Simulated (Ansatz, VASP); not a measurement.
**Two plane-wave programs on CdSe**

```
CELL_PARAMETERS angstrom
0.00000 2.47279 2.47279
2.47279 0.00000 2.47279
2.47279 2.47279 0.00000
ATOMIC_POSITIONS crystal
Cd 0.00000 0.00000 0.00000
Se 0.50000 0.50000 0.50000
```

Change from the starting cell: volume scaled by 0.64, PAW files.

Alike in both runs: task single point; functional PBE; k mesh 14 × 14 × 14; occupations fermi-dirac, width 0.1 eV; no spin polarisation.

|  | VASP | Ansatz |
| --- | --- | --- |
| version | VASP 6.6.1 | Ansatz 0.2.0 |
| potentials or method | VASP PAW PBE potentials, release 64 (Cd, Se) | PAW with Ansatz's default frozen-core files, scalar-relativistic |
| plane-wave cutoff (eV) | 520 | 420 |
| valence electrons in the cell | 18 | 36 |

|  | VASP | Ansatz | Ansatz less VASP |
| --- | --- | --- | --- |
| pressure (GPa) | 80.3 | 77.6 | -2.71 |

Both programs put the cell under a high pressure, so it lies far from rest at this level. VASP's potentials hold 18 valence electrons a cell and Ansatz's 36, so a difference there can come from the potentials and not from the codes.

Noted on VASP's run: the cell as given lies far from equilibrium.
